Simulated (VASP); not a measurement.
# B (Pm-3m) in VASP: further runs

B is run at these levels: PBEsol; tasks: single point.

All numbers are computed with VASP 6.6.1; they aren't measurements. Logs are shortened: lines on timing, memory, paths and dates and some standing lists are left out, and cuts for length are marked.

**1. The cell of the first run**

It takes space group Pm-3m (No. 221, cubic). The conventional cell has a = 1.800 Å, b = 1.800 Å, c = 1.800 Å, α = 90.00°, β = 90.00°, γ = 90.00°. Within 2.4 Å of B (site symmetry m-3m) lie 6 B at 1.80 Å.

**2. Single point, PBEsol (volume scaled by 0.88)**

INCAR reads:

```
PREC = Accurate ; ENCUT = 500
EDIFF = 1E-6 ; ISMEAR = -1
SIGMA = 0.05 ; LREAL = False
LASPH = True ; NELM = 120
ALGO = Normal ; ISIF = 2
LWAVE = False ; LCHARG = True
GGA = PS ; LELF = True
LVHAR = True ; NBANDS = 8
GGA_COMPAT = False
```

KPOINTS reads:

```
Automatic mesh
0
Gamma
  20 20 20
```

POSCAR reads:

```
B
1.0
    1.7997159719      0.0000000000      0.0000000000
    0.0000000000      1.7997159719      0.0000000000
    0.0000000000      0.0000000000      1.7997159719
B
1
Direct
    0.0000000000      0.0000000000      0.0000000000
```

Potentials or basis: VASP PAW PBE potentials, release 64 (B).

Started as:

```console
> cat potpaw_PBE.64/B/POTCAR > POTCAR
> mpirun -np 1 vasp_std > vasp.out
```

OUTCAR:

```text
PREC = Accurate
   ENCUT = 500
   EDIFF = 1E-6
   ISMEAR = -1
   LREAL = False
   LASPH = True
   NELM = 120
   ISIF = 2
   GGA = PS

 ion  position               nearest neighbor table
   1  0.000  0.000  0.000-

  LATTYP: Found a simple cubic cell.
 ALAT       =     1.7997159719

  Lattice vectors:

 A1 = (   1.7997159719,   0.0000000000,   0.0000000000)
 A2 = (   0.0000000000,   1.7997159719,   0.0000000000)
 A3 = (   0.0000000000,   0.0000000000,   1.7997159719)

Analysis of symmetry for initial positions (statically):
=====================================================================
 Subroutine PRICEL returns:
 Original cell was already a primitive cell.

 Routine SETGRP: Setting up the symmetry group for a
 simple cubic supercell.

 Subroutine GETGRP returns: Found 48 space group operations
 (whereof 48 operations were pure point group operations)
 out of a pool of 48 trial point group operations.

The static configuration has the point symmetry O_h .

Analysis of symmetry for dynamics (positions and initial velocities):
=====================================================================
 Subroutine PRICEL returns:
 Original cell was already a primitive cell.

 Routine SETGRP: Setting up the symmetry group for a
 simple cubic supercell.

 Subroutine GETGRP returns: Found 48 space group operations
 (whereof 48 operations were pure point group operations)
 out of a pool of 48 trial point group operations.

The dynamic configuration has the point symmetry O_h .

 Subroutine INISYM returns: Found 48 space group operations
 (whereof 48 operations are pure point group operations),
 and found     1 'primitive' translations

----------------------------------------------------------------------------------------

                                     Primitive cell

  volume of cell :       5.8292

  direct lattice vectors                    reciprocal lattice vectors
     1.799715972  0.000000000  0.000000000     0.555643232  0.000000000  0.000000000
     0.000000000  1.799715972  0.000000000     0.000000000  0.555643232  0.000000000
     0.000000000  0.000000000  1.799715972     0.000000000  0.000000000  0.555643232

  length of vectors
     1.799715972  1.799715972  1.799715972     0.555643232  0.555643232  0.555643232

  position of ions in fractional coordinates (direct lattice)
     0.000000000  0.000000000  0.000000000

  ion indices of the primitive-cell ions
   primitive index   ion index
                 1           1

----------------------------------------------------------------------------------------

 KPOINTS: Automatic mesh

Automatic generation of k-mesh.
 Grid dimensions read from file:
 generate k-points for:   20   20   20

 Generating k-lattice:

  Cartesian coordinates                     Fractional coordinates (reciprocal lattice)
     0.027782162  0.000000000  0.000000000     0.050000000  0.000000000  0.000000000
     0.000000000  0.027782162  0.000000000     0.000000000  0.050000000  0.000000000
     0.000000000  0.000000000  0.027782162     0.000000000  0.000000000  0.050000000

  Length of vectors
     0.027782162  0.027782162  0.027782162

  Shift w.r.t. Gamma in fractional coordinates (k-lattice)
     0.000000000  0.000000000  0.000000000

 Subroutine IBZKPT returns following result:
 ===========================================

 Found    286 irreducible k-points:

 Following reciprocal coordinates:
            Coordinates               Weight
  0.000000  0.000000  0.000000      1.000000
  0.050000  0.000000  0.000000      6.000000
  0.100000  0.000000  0.000000      6.000000
  0.150000  0.000000  0.000000      6.000000
  0.200000  0.000000  0.000000      6.000000
  0.250000  0.000000  0.000000      6.000000
[... 16 lines left out ...]
  0.150000  0.100000  0.000000     24.000000
  0.200000  0.100000  0.000000     24.000000
 [... further k-points ...]
   k-points           NKPTS =    286   k-points in BZ     NKDIM =    286   number of bands    NBANDS=      8
   number of dos      NEDOS =    301   number of ions     NIONS =      1
   total plane-waves  NPLWV =   2744
   dimension x,y,z NGX =    14 NGY =   14 NGZ =   14
   dimension x,y,z NGXF=    28 NGYF=   28 NGZF=   28
   ions per type =               1
   NGX,Y,Z   is equivalent  to a cutoff of  12.93, 12.93, 12.93 a.u.
   NGXF,Y,Z  is equivalent  to a cutoff of  25.86, 25.86, 25.86 a.u.
 SYSTEM =  unknown system
   PREC   = accura    normal or accurate (medium, high low for compatibility)
   ISTART =      0    job   : 0-new  1-cont  2-samecut
   ICHARG =      2    charge: 1-file 2-atom 10-const
   ISPIN  =      1    spin polarized calculation?
   LNONCOLLINEAR =      F non collinear calculations
   LSORBIT =      F    spin-orbit coupling
   LASPH  =      T    aspherical Exc in radial PAW
   ENCUT  =  500.0 eV  36.75 Ry    6.06 a.u.   3.28  3.28  3.28*2*pi/ulx,y,z
   NELM   =    120;   NELMIN=  2; NELMDL= -5     # of ELM steps
   EDIFF  = 0.1E-05   stopping-criterion for ELM
   LREAL  =      F    real-space projection
   EDIFFG = 0.1E-04   stopping-criterion for IOM
   NSW    =      0    number of steps for IOM
   IBRION =     -1    ionic relax: 0-MD 1-quasi-New 2-CG
   NFREE  =      0    steps in history (QN), initial steepest desc. (CG)
   ISIF   =      2    stress and relaxation
   ISYM   =      2    0-nonsym 1-usesym 2-fastsym
   POTIM  = 0.5000    time-step for ionic-motion
   TEBEG  =    0.0;   TEEND  =   0.0 temperature during run
   PSTRESS=    0.0 pullay stress
   NELECT =       3.0000    total number of electrons
   NUPDOWN=      -1.0000    fix difference up-down
   EMIN   =  10.00;   EMAX   =-10.00  energy-range for DOS
   EFERMI =   0.00;   METHOD = LEGACY
   ISMEAR =    -1;   SIGMA  =   0.05  broadening in eV -4-tet -1-fermi 0-gaus
   EFERMI_NEDOS =   21; number of points for ismear=-14 and -15
   IALGO  =     38    algorithm
   IMIX   =      4    mixing-type and parameters
     AMIX     =   0.40;   BMIX     =  1.00
     AMIX_MAG =   1.60;   BMIX_MAG =  1.00
  volume/ion in A,a.u.               =       5.83        39.34
  Fermi-wavevector in a.u.,A,eV,Ry     =   1.311932  2.479192 23.417874  1.721165
  Thomas-Fermi vector in A             =   2.442359
   LORBIT       =      0    0 simple, 1 ext, 2 COOP (PROOUT), +10 PAW based schemes
   GGA     = PS    functional components
   LHFCALC =     F    Hartree Fock is set to
   AEXX    =    0.0000 exact exchange contribution
   IVDW    =     0    specifies the selected vdW correction
   LEPSILON=     F    determine dielectric tensor
   LRPA    =     F    only Hartree local field effects (RPA)
 non-spin polarized calculation
  energy-cutoff  :      500.00
  volume of cell :        5.83
 maximum number of plane-waves:       160
 NGX is ok and might be reduce to    14
   NGX =  7   NGY =  7   NGZ =  7

 number of electron       3.0000000 magnetization

 Free energy of the ion-electron system (eV)
  ---------------------------------------------------
  ext. energy  EPLUGINS =         0.00000000
  ---------------------------------------------------
  free energy    TOTEN  =        -5.89416006 eV

  energy without entropy =       -5.89190916  energy(sigma->0) =       -5.89303461

 E-fermi :   8.4243     XC(G=0): -12.9994

 val. band max:        8.3829634811   @ k =   0.3500   0.2500   0.0000
 cond. band min:       8.4462788663   @ k =   0.5000   0.4000   0.3000
 fundamental gap:      0.0633153852
 Fermi energy:         8.4243451996

 k-point     1 :       0.0000    0.0000    0.0000
  band No.  band energies     occupation
      1      -8.7040      2.00000
      2      23.6869      0.00000
      3      23.6869      0.00000
      4      23.6869      0.00000
      5      34.3596      0.00000
      6      34.3596      0.00000
      7      45.3374      0.00000
      8      66.9413      0.00000

 k-point     2 :       0.0500    0.0000    0.0000
  band No.  band energies     occupation
      1      -8.6127      2.00000
      2      22.6325      0.00000
      3      23.7683      0.00000
      4      23.7683      0.00000
      5      34.4693      0.00000
      6      35.5327      0.00000
      7      45.2593      0.00000
      8      66.1613      0.00000

 k-point     3 :       0.1000    0.0000    0.0000
  band No.  band energies     occupation
      1      -8.3391      2.00000
      2      20.2872      0.00000
      3      24.0097      0.00000
      4      24.0097      0.00000
      5      34.7975      0.00000
      6      38.1963      0.00000
      7      45.0633      0.00000
      8      64.0951      0.00000

 k-point     4 :       0.1500    0.0000    0.0000
  band No.  band energies     occupation
      1      -7.8839      2.00000
      2      17.5510      0.00000
      3      24.4021      0.00000
      4      24.4021      0.00000
      5      35.3405      0.00000
      6      41.2073      0.00000
      7      44.9783      0.00000
      8      61.3674      0.00000

 k-point     5 :       0.2000    0.0000    0.0000
  band No.  band energies     occupation
      1      -7.2484      2.00000
      2      14.7709      0.00000
      3      24.9293      0.00000
      4      24.9293      0.00000
      5      36.0958      0.00000
      6      42.8852      0.00000
      7      46.2959      0.00000
      8      58.4774      0.00000
[... 177 lines left out ...]
 k-point    22 :       0.1000    0.1000    0.0000
  band No.  band energies     occupation
      1      -7.9737      2.00000
      2      19.5458      0.00000
      3      21.9152      0.00000
      4      24.3305      0.00000
      5      37.0461      0.00000
      6      40.0120      0.00000
      7      44.5427      0.00000
      8      61.4490      0.00000

 k-point    23 :       0.1500    0.1000    0.0000
  band No.  band energies     occupation
      1      -7.5178      2.00000
      2      17.4394      0.00000
      3      21.8028      0.00000
      4      24.7205      0.00000
      5      37.9706      0.00000
      6      42.4800      0.00000
      7      44.1932      0.00000
      8      58.9852      0.00000

 k-point    24 :       0.2000    0.1000    0.0000
  band No.  band energies     occupation
      1      -6.8814      2.00000
      2      14.8536      0.00000
      3      22.2485      0.00000
      4      25.2440      0.00000
      5      38.7934      0.00000
      6      42.6023      0.00000
      7      46.4063      0.00000
      8      56.4661      0.00000

 [... further k-points ...]
[... 5 lines left out ...]
  --------------------------------------------------------------------------------------
  -------------------------------------------------------------------------------------
  Total        1.4283156      1.4283156      1.4283156     -0.0000000     -0.0000000      0.0000000
  in kB      392.5751946    392.5751946    392.5751946     -0.0000000     -0.0000000      0.0000000
  external PRESSURE =     392.5751946 kB  Pullay stress =       0.0000000 kB

 VOLUME and BASIS-vectors are now :
 -----------------------------------------------------------------------------
  energy-cutoff  :      500.00
  volume of cell :        5.83
      direct lattice vectors                 reciprocal lattice vectors
     1.799715972  0.000000000  0.000000000     0.555643232  0.000000000  0.000000000
     0.000000000  1.799715972  0.000000000     0.000000000  0.555643232  0.000000000
     0.000000000  0.000000000  1.799715972     0.000000000  0.000000000  0.555643232

 POSITION                                       TOTAL-FORCE (eV/Angst)
 -----------------------------------------------------------------------------------
      0.00000      0.00000      0.00000         0.000000      0.000000      0.000000
 -----------------------------------------------------------------------------------
    total drift:                                0.000000     -0.000000     -0.000000

  FREE ENERGIE OF THE ION-ELECTRON SYSTEM (eV)
  ---------------------------------------------------
  free  energy   TOTEN  =        -5.8941600610 eV

  energy  without entropy=       -5.8919091622  energy(sigma->0) =       -5.89303461
```

Run time: 6.1 s. Hardware: 1 thread of Intel Xeon 6975P-C, shared host; peak memory 0.11 GiB.

Results:

```
Free energy : -5.8942 eV
Pressure    : 39.3 GPa
```

Levels at points of the mesh, in eV from the Fermi level:
```csv
k point,band 1,band 2,band 3,band 4,band 5,band 6,band 7
"(0.00, 0.00, 0.00)",-17.13,15.26,15.26,15.26,25.94,25.94,36.91
"(0.50, 0.00, 0.00)",-9.37,-6.25,19.77,19.77,32.71,34.10,39.46
"(0.50, 0.50, 0.00)",-2.24,-2.24,5.83,8.19,23.45,44.09,44.09
"(0.50, 0.50, 0.50)",3.89,3.89,3.89,17.56,17.56,17.56,21.91
```

Caveat: the cell differs from its parent crystal (volume scaled by 0.88); the PAW data sets were made with another functional, which shifts forces and pressure a little.

**3. Single point, PBEsol**

This run uses another cell than the first one, of 6.62 Å³/atom, 1.136 times its volume.

INCAR reads:

```
  PREC = Accurate
  ENCUT = 500
  EDIFF = 1E-6
  ISMEAR = -1
  SIGMA = 0.05
  LREAL = False
  LASPH = True
  NELM = 120
  ALGO = Normal
  ISIF = 2
  LWAVE = False
  LCHARG = False
  GGA = PS
  NBANDS = 8
  GGA_COMPAT = False
```

KPOINTS is that of step 2.

POSCAR reads:

```
B
1.0
    1.8780612277      0.0000000000      0.0000000000
    0.0000000000      1.8780612277      0.0000000000
    0.0000000000      0.0000000000      1.8780612277
B
1
Direct
    0.0000000000      0.0000000000      0.0000000000
```

Potentials or basis: VASP PAW PBE potentials, release 64 (B).

Started as:

```console
> cat potpaw_PBE.64/B/POTCAR > POTCAR
> mpirun -np 1 vasp_std > vasp.out
```

OUTCAR:

```text
PREC = Accurate
   ENCUT = 500
   EDIFF = 1E-6
   ISMEAR = -1
   LREAL = False
   LASPH = True
   NELM = 120
   ISIF = 2
   GGA = PS

 ion  position               nearest neighbor table
   1  0.000  0.000  0.000-

  LATTYP: Found a simple cubic cell.
 ALAT       =     1.8780612277

  Lattice vectors:

 A1 = (   1.8780612277,   0.0000000000,   0.0000000000)
 A2 = (   0.0000000000,   1.8780612277,   0.0000000000)
[... 441 lines left out ...]
      6      38.3214      0.00000
      7      41.9527      0.00000
      8      51.3825      0.00000

 [... further k-points ...]

------------------------ aborting loop because EDIFF is reached ----------------------------------------

  FORCE on cell =-STRESS in cart. coord.  units (eV):
  Direction    XX          YY          ZZ          XY          YZ          ZX
  --------------------------------------------------------------------------------------
  -------------------------------------------------------------------------------------
  Total        0.0141156      0.0141156      0.0141156     -0.0000000      0.0000000     -0.0000000
  in kB        3.4141258      3.4141258      3.4141258     -0.0000000      0.0000000     -0.0000000
  external PRESSURE =       3.4141258 kB  Pullay stress =       0.0000000 kB

 VOLUME and BASIS-vectors are now :
 -----------------------------------------------------------------------------
  energy-cutoff  :      500.00
  volume of cell :        6.62
      direct lattice vectors                 reciprocal lattice vectors
     1.878061228  0.000000000  0.000000000     0.532464003  0.000000000  0.000000000
     0.000000000  1.878061228  0.000000000     0.000000000  0.532464003  0.000000000
     0.000000000  0.000000000  1.878061228     0.000000000  0.000000000  0.532464003

 POSITION                                       TOTAL-FORCE (eV/Angst)
 -----------------------------------------------------------------------------------
      0.00000      0.00000      0.00000         0.000000      0.000000      0.000000
 -----------------------------------------------------------------------------------
    total drift:                                0.000000     -0.000000     -0.000000

  FREE ENERGIE OF THE ION-ELECTRON SYSTEM (eV)
  ---------------------------------------------------
  free  energy   TOTEN  =        -5.9839357918 eV

  energy  without entropy=       -5.9816740686  energy(sigma->0) =       -5.98280493
```

OSZICAR:

```text
N       E                     dE             d eps       ncg     rms          rms(c)
DAV:   1    -0.395259679396E+01   -0.39526E+01   -0.13790E+03  5104   0.280E+02
DAV:   2    -0.599557838599E+01   -0.20430E+01   -0.19541E+01  6144   0.343E+01
DAV:   3    -0.599795190056E+01   -0.23735E-02   -0.23732E-02  5120   0.123E+00
DAV:   4    -0.599795199340E+01   -0.92847E-07   -0.92901E-07  6624   0.746E-03
DAV:   5    -0.599795199269E+01    0.71776E-09   -0.33250E-11  5000   0.248E-05    0.166E+00
DAV:   6    -0.598831861508E+01    0.96334E-02   -0.26389E-03  5304   0.276E-01    0.101E+00
DAV:   7    -0.598393628729E+01    0.43823E-02   -0.45519E-03  5320   0.370E-01    0.441E-02
DAV:   8    -0.598393610826E+01    0.17903E-06   -0.13996E-05  4960   0.325E-02    0.711E-03
DAV:   9    -0.598393579183E+01    0.31643E-06   -0.10248E-06  5304   0.600E-03
   1 F= -.59839358E+01 E0= -.59828049E+01  d E =-.226172E-02
```

Run time: 7.1 s. Hardware: 1 thread of Intel Xeon 6975P-C, shared host; peak memory 0.11 GiB.

What came out:

```yaml
Free_energy: -5.9839 eV
Pressure: 0.3 GPa
```

Levels at points of the mesh, in eV from the Fermi level:
```
           k point  band 1  band 2  band 3  band 4  band 5  band 6  band 7
(0.00, 0.00, 0.00)  -15.86   13.77   13.77   13.77   24.23   24.23   33.34
(0.50, 0.00, 0.00)   -8.33   -6.16   17.70   17.70   30.11   31.63   36.67
(0.50, 0.50, 0.00)   -1.95   -1.95    4.50    8.09   20.91   40.60   40.60
(0.50, 0.50, 0.50)    3.50    3.50    3.50   16.64   16.64   16.64   18.25
```

Caveat: the PAW data sets were made with another functional, which shifts forces and pressure a little.
